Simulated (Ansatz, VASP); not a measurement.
## TlBr: VASP beside Ansatz

```
Tl Br
1.0
     4.04786    0.00000    0.00000
     0.00000    4.04786    0.00000
     0.00000    0.00000    4.04786
Tl Br
1 1
Direct
  0.00000 0.00000 0.00000
  0.50000 0.50000 0.50000
```

Change from the starting cell: volume scaled by 1.06, crystal datasets.

Alike in both runs: task electric field gradients; functional PBE; k mesh 8 × 8 × 8; occupations fermi-dirac, width 0.03 eV; no spin polarisation.

|  | VASP | Ansatz |
| --- | --- | --- |
| version | VASP 6.6.1 | Ansatz 0.2.0 |
| potentials or method | VASP PAW PBE potentials, release 64 (Tl_d, Br), cutoff 400 eV | all-electron PAW with datasets made for the crystal, scalar-relativistic |

VASP gave:

| Quantity | Value |
| --- | --- |
| gap on the k mesh at the Fermi level (eV) | 1.99 |
| pressure (GPa) | 0.0 |

Estimate Ansatz's values.

gap on the k mesh at the Fermi level (eV): 1.99; pressure (GPa): 0.1.

Ansatz ran all-electron here, and VASP with PAW potentials.

Neither program's run includes spin-orbit coupling.
